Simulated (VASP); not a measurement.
# GaOs12 in VASP: a series of runs

Runs on GaOs12. Level: PBE+D3(BJ). Tasks: single point.

Everything below comes from runs of VASP 6.6.1. Logs are shortened: lines on timing, memory, paths and dates and some standing lists are left out, and cuts for length are marked.

### 1 The cell of the first run

The cell holds a slab with vacuum, 13 atoms: a = 5.480 Å, b = 5.480 Å, c = 16.326 Å, α = 90.00°, β = 90.00°, γ = 60.00°.

### 2 Single point, PBE+D3(BJ)

File INCAR:

```
SYSTEM = GaOs12
ALGO = Normal
EDIFF = 1E-6
ENCUT = 520
GGA = PE
ISIF = 2
ISMEAR = -1
IVDW = 12
LASPH = .TRUE.
LCHARG = .FALSE.
LREAL = .FALSE.
LWAVE = .FALSE.
NBANDS = 66
NELM = 60
PREC = Accurate
SIGMA = 0.1
```

File KPOINTS:

```
k-points
0
G
  4 4 1
  0 0 0
```

File POSCAR:

```
GaOs12
1.0
    5.4799998772      0.0000000000      0.0000000000
    2.7399999386      4.7458191064      0.0000000000
    0.0000000000      0.0000000000     16.3264600000
Os Ga
12 1
Direct
   -0.0000000033     -0.0000000033      0.0612502600
    0.5000000067     -0.0000000033      0.0612502600
   -0.0000000033      0.5000000067      0.0612502600
    0.5000000000      0.5000000000      0.0612502600
   -0.1665226224      0.3332613112      0.1892333363
    0.3332613112      0.3332613112      0.1892333363
   -0.1666666667      0.8333333333      0.1887798776
    0.3332613112      0.8334773776      0.1892333363
   -0.0052583026     -0.0052583026      0.3188289739
    0.5105166051     -0.0052583026      0.3188289739
   -0.0052583026      0.5105166051      0.3188289739
    0.5000000000      0.5000000000      0.3173513359
    0.1666666667      1.1666666667      0.4437805197
```

Potentials or basis: VASP PAW PBE potentials, release 64 (Os, Ga_d).

Started as:

```
$ cat potpaw_PBE.64/Os/POTCAR potpaw_PBE.64/Ga_d/POTCAR > POTCAR
$ mpirun -np 1 vasp_std > vasp.out
```

OUTCAR:

```text
SYSTEM = GaOs12
   EDIFF = 1E-6
   ENCUT = 520
   GGA = PE
   ISIF = 2
   ISMEAR = -1
   IVDW = 12
   LASPH = .TRUE.
   LREAL = .FALSE.
   NELM = 60
   PREC = Accurate
 IVDW          = 12

 ion  position               nearest neighbor table
   1  1.000  1.000  0.061-   7 2.61   8 2.62   5 2.62   2 2.74   3 2.74   4 2.74   4 2.74   2 2.74
                             3 2.74
   2  0.500  1.000  0.061-   7 2.61   6 2.62   8 2.62   1 2.74   3 2.74   4 2.74   4 2.74   1 2.74
                             3 2.74
   3  1.000  0.500  0.061-   7 2.61   6 2.62   5 2.62   2 2.74   1 2.74   4 2.74   4 2.74   2 2.74
                             1 2.74
   4  0.500  0.500  0.061-   5 2.62   6 2.62   8 2.62   3 2.74   2 2.74   1 2.74   1 2.74   3 2.74
                             2 2.74
   5  0.833  0.333  0.189-   1 2.62   3 2.62   4 2.62  12 2.62  11 2.66   9 2.66   6 2.74   8 2.74
                             7 2.74   7 2.74   6 2.74   8 2.74
   6  0.333  0.333  0.189-   3 2.62   2 2.62   4 2.62  12 2.62  11 2.66  10 2.66   5 2.74   8 2.74
                             7 2.74   7 2.74   5 2.74   8 2.74
   7  0.833  0.833  0.189-   2 2.61   3 2.61   1 2.61  10 2.62   9 2.62  11 2.62   8 2.74   5 2.74
                             6 2.74   6 2.74   8 2.74   5 2.74
   8  0.333  0.833  0.189-   1 2.62   2 2.62   4 2.62  12 2.62  10 2.66   9 2.66   6 2.74   5 2.74
                             7 2.74   7 2.74   5 2.74   6 2.74
   9  0.995  0.995  0.319-  13 2.61   7 2.62  10 2.65  11 2.65   8 2.66   5 2.66  12 2.74  12 2.74
                            10 2.83  11 2.83
  10  0.511  0.995  0.319-  13 2.61   7 2.62   9 2.65  11 2.65   8 2.66   6 2.66  12 2.74  12 2.74
                             9 2.83  11 2.83
  11  0.995  0.511  0.319-  13 2.61   7 2.62  10 2.65   9 2.65   5 2.66   6 2.66  12 2.74  12 2.74
                            10 2.83   9 2.83
  12  0.500  0.500  0.317-   5 2.62   6 2.62   8 2.62  11 2.74  10 2.74   9 2.74   9 2.74  11 2.74
                            10 2.74
  13  0.167  0.167  0.444-  10 2.61  11 2.61   9 2.61

  LATTYP: Found a hexagonal cell.
 ALAT       =     5.4799998772
 C/A-ratio  =     2.9792810887

  Lattice vectors:

 A1 = (  -2.7399999386,  -4.7458191064,   0.0000000000)
 A2 = (   5.4799998772,   0.0000000000,   0.0000000000)
 A3 = (   0.0000000000,   0.0000000000,  16.3264600000)

Analysis of symmetry for initial positions (statically):
=====================================================================
 Subroutine PRICEL returns:
 Original cell was already a primitive cell.

 Routine SETGRP: Setting up the symmetry group for a
 hexagonal supercell.

 Subroutine GETGRP returns: Found  6 space group operations
 (whereof  2 operations were pure point group operations)
 out of a pool of 24 trial point group operations.

The static configuration has the point symmetry C_1h.
 The point group associated with its full space group is C_3v.

Analysis of symmetry for dynamics (positions and initial velocities):
=====================================================================
 Subroutine PRICEL returns:
 Original cell was already a primitive cell.

 Routine SETGRP: Setting up the symmetry group for a
 hexagonal supercell.

 Subroutine GETGRP returns: Found  6 space group operations
 (whereof  2 operations were pure point group operations)
 out of a pool of 24 trial point group operations.

The dynamic configuration has the point symmetry C_1h.
 The point group associated with its full space group is C_3v.

 Subroutine INISYM returns: Found  6 space group operations
 (whereof  2 operations are pure point group operations),
 and found     1 'primitive' translations

----------------------------------------------------------------------------------------

                                     Primitive cell

  volume of cell :     424.6037

  direct lattice vectors                    reciprocal lattice vectors
     5.479999877  0.000000000  0.000000000     0.182481756 -0.105355891  0.000000000
     2.739999939  4.745819106  0.000000000     0.000000000  0.210711782  0.000000000
     0.000000000  0.000000000 16.326460000     0.000000000  0.000000000  0.061250265

  length of vectors
     5.479999877  5.479999877 16.326460000     0.210711782  0.210711782  0.061250265

  position of ions in fractional coordinates (direct lattice)
     0.999999997  0.999999997  0.061250260
[... 34 lines left out ...]
 Grid dimensions read from file:
 generate k-points for:    4    4    1

 Generating k-lattice:

  Cartesian coordinates                     Fractional coordinates (reciprocal lattice)
     0.045620439 -0.026338973  0.000000000     0.250000000  0.000000000  0.000000000
     0.000000000  0.052677945  0.000000000     0.000000000  0.250000000  0.000000000
     0.000000000  0.000000000  0.061250265     0.000000000  0.000000000  1.000000000

  Length of vectors
     0.052677945  0.052677945  0.061250265

  Shift w.r.t. Gamma in fractional coordinates (k-lattice)
     0.000000000  0.000000000  0.000000000

 Subroutine IBZKPT returns following result:
 ===========================================

 Found      4 irreducible k-points:

 Following reciprocal coordinates:
            Coordinates               Weight
  0.000000  0.000000  0.000000      1.000000
  0.250000  0.000000  0.000000      6.000000
  0.500000  0.000000  0.000000      3.000000
  0.500000  0.250000  0.000000      6.000000
   k-points           NKPTS =      4   k-points in BZ     NKDIM =      4   number of bands    NBANDS=     66
   number of dos      NEDOS =    301   number of ions     NIONS =     13
   total plane-waves  NPLWV = 222264
   dimension x,y,z NGX =    42 NGY =   42 NGZ =  126
   dimension x,y,z NGXF=    84 NGYF=   84 NGZF=  252
   ions per type =              12   1
   NGX,Y,Z   is equivalent  to a cutoff of  12.74, 12.74, 12.83 a.u.
   NGXF,Y,Z  is equivalent  to a cutoff of  25.48, 25.48, 25.66 a.u.
 SYSTEM =  GaOs12
   PREC   = accura    normal or accurate (medium, high low for compatibility)
   ISTART =      0    job   : 0-new  1-cont  2-samecut
   ICHARG =      2    charge: 1-file 2-atom 10-const
   ISPIN  =      1    spin polarized calculation?
   LNONCOLLINEAR =      F non collinear calculations
   LSORBIT =      F    spin-orbit coupling
   LASPH  =      T    aspherical Exc in radial PAW
   ENCUT  =  520.0 eV  38.22 Ry    6.18 a.u.  10.19 10.19 30.36*2*pi/ulx,y,z
   NELM   =     60;   NELMIN=  2; NELMDL= -5     # of ELM steps
   EDIFF  = 0.1E-05   stopping-criterion for ELM
   LREAL  =      F    real-space projection
   EDIFFG = 0.1E-04   stopping-criterion for IOM
   NSW    =      0    number of steps for IOM
   IBRION =     -1    ionic relax: 0-MD 1-quasi-New 2-CG
   NFREE  =      0    steps in history (QN), initial steepest desc. (CG)
   ISIF   =      2    stress and relaxation
   ISYM   =      2    0-nonsym 1-usesym 2-fastsym
   POTIM  = 0.5000    time-step for ionic-motion
   TEBEG  =    0.0;   TEEND  =   0.0 temperature during run
   PSTRESS=    0.0 pullay stress
   NELECT =     109.0000    total number of electrons
   NUPDOWN=      -1.0000    fix difference up-down
   EMIN   =  10.00;   EMAX   =-10.00  energy-range for DOS
   EFERMI =   0.00;   METHOD = LEGACY
   ISMEAR =    -1;   SIGMA  =   0.10  broadening in eV -4-tet -1-fermi 0-gaus
   EFERMI_NEDOS =   21; number of points for ismear=-14 and -15
   IALGO  =     38    algorithm
   IMIX   =      4    mixing-type and parameters
     AMIX     =   0.40;   BMIX     =  1.00
     AMIX_MAG =   1.60;   BMIX_MAG =  1.00
  volume/ion in A,a.u.               =      32.66       220.41
  Fermi-wavevector in a.u.,A,eV,Ry     =   1.040453  1.966171 14.728880  1.082542
  Thomas-Fermi vector in A             =   2.175029
   LORBIT       =      0    0 simple, 1 ext, 2 COOP (PROOUT), +10 PAW based schemes
   GGA     = PE    functional components
   LHFCALC =     F    Hartree Fock is set to
   AEXX    =    0.0000 exact exchange contribution
   IVDW    =    12    specifies the selected vdW correction
   LEPSILON=     F    determine dielectric tensor
   LRPA    =     F    only Hartree local field effects (RPA)
 non-spin polarized calculation
  energy-cutoff  :      520.00
  volume of cell :      424.60
 maximum number of plane-waves:     11444
 NGX is ok and might be reduce to    42
   NGX = 21   NGY = 21   NGZ = 61

 number of electron     109.0000016 magnetization

 Free energy of the ion-electron system (eV)
  ---------------------------------------------------
  ext. energy  EPLUGINS =         0.00000000
  ---------------------------------------------------
  free energy    TOTEN  =      -129.56498305 eV

  energy without entropy =     -129.23976479  energy(sigma->0) =     -129.40237392

 E-fermi :   1.2624     XC(G=0):  -7.3286

 val. band max:        1.2318045460   @ k =   0.0000   0.0000   0.0000
 cond. band min:       1.2667327589   @ k =   0.5000   0.0000   0.0000
 fundamental gap:      0.0349282130
 Fermi energy:         1.2623845432

 k-point     1 :       0.0000    0.0000    0.0000
  band No.  band energies     occupation
      1     -13.2816      2.00000
      2     -13.2816      2.00000
      3     -13.2676      2.00000
      4     -13.2367      2.00000
      5     -13.2367      2.00000
      6      -8.8990      2.00000
[... 265 lines left out ...]
     65       2.5078      0.00001
     66       2.6325      0.00000

------------------------ aborting loop because EDIFF is reached ----------------------------------------

 Edisp (eV)   -5.41252

 E8    (eV) :    -2.7623

  FORCE on cell =-STRESS in cart. coord.  units (eV):
  Direction    XX          YY          ZZ          XY          YZ          ZX
  --------------------------------------------------------------------------------------
  -------------------------------------------------------------------------------------
  Total     -12.51007   -12.51007    -0.32350     0.00000    -0.00000     0.00000
  in kB     -47.20486   -47.20486    -1.22069     0.00000    -0.00000     0.00000
  external pressure =      -31.88 kB  Pullay stress =        0.00 kB

 VOLUME and BASIS-vectors are now :
 -----------------------------------------------------------------------------
  energy-cutoff  :      520.00
  volume of cell :      424.60
      direct lattice vectors                 reciprocal lattice vectors
     5.479999877  0.000000000  0.000000000     0.182481756 -0.105355891  0.000000000
     2.739999939  4.745819106  0.000000000     0.000000000  0.210711782  0.000000000
     0.000000000  0.000000000 16.326460000     0.000000000  0.000000000  0.061250265

 POSITION                                       TOTAL-FORCE (eV/Angst)
 -----------------------------------------------------------------------------------
      8.22000      4.74582      1.00000         0.074532      0.043031      0.034993
      5.48000      4.74582      1.00000        -0.074532      0.043031      0.034993
      6.85000      2.37291      1.00000         0.000000     -0.086062      0.034993
      4.11000      2.37291      1.00000        -0.000000     -0.000000     -0.087626
      5.48059      1.58160      3.08951        -0.000826      0.000477     -0.005492
      2.73941      1.58160      3.08951         0.000826      0.000477     -0.005492
      6.85000      3.95485      3.08211        -0.000000      0.000000     -0.017127
      4.11000      3.95553      3.08951        -0.000000     -0.000953     -0.005492
      8.17678      4.72086      5.20535        -0.021676     -0.012515     -0.001039
      5.52322      4.72086      5.20535         0.021676     -0.012515     -0.001039
      6.85000      2.42282      5.20535         0.000000      0.025030     -0.001039
      4.11000      2.37291      5.18122        -0.000000      0.000000      0.004841
      1.37000      0.79097      7.24536        -0.000000     -0.000000      0.014527
 -----------------------------------------------------------------------------------
    total drift:                                0.000000      0.000000     -0.000933

  FREE ENERGIE OF THE ION-ELECTRON SYSTEM (eV)
  ---------------------------------------------------
  free  energy   TOTEN  =      -134.9774984382 eV

  energy  without entropy=     -134.6522801786  energy(sigma->0) =     -134.81488931
```

It took 3.4 min on 1 thread of Intel Xeon 6975P-C (Granite Rapids), shared host; peak memory 0.55 GiB.

What came out:

* Free energy: -134.9775 eV
* Largest force: 0.093 eV/Å
* Band gap on the k mesh: zero (an odd number of electrons rules out a gap without spin polarisation)
* Dispersion energy per atom: -0.416 eV

Forces on the atoms (eV/Å):
```
Os   0.075  0.043  0.035
Os  -0.075  0.043  0.035
Os   0.000 -0.086  0.035
Os   0.000  0.000 -0.088
Os  -0.001  0.000 -0.005
Os   0.001  0.000 -0.005
Os   0.000  0.000 -0.017
Os   0.000 -0.001 -0.005
Os  -0.022 -0.013 -0.001
Os   0.022 -0.013 -0.001
Os   0.000  0.025 -0.001
Os   0.000  0.000  0.005
Ga   0.000  0.000  0.015
```

Caveat: there is no dipole correction, which matters where the two faces differ; spin-orbit coupling is left out, which moves the levels of the heavy elements.

(Continued in part 2 of 2.)

The gap in the log of VASP goes by the Fermi energy; the results here count the filled bands.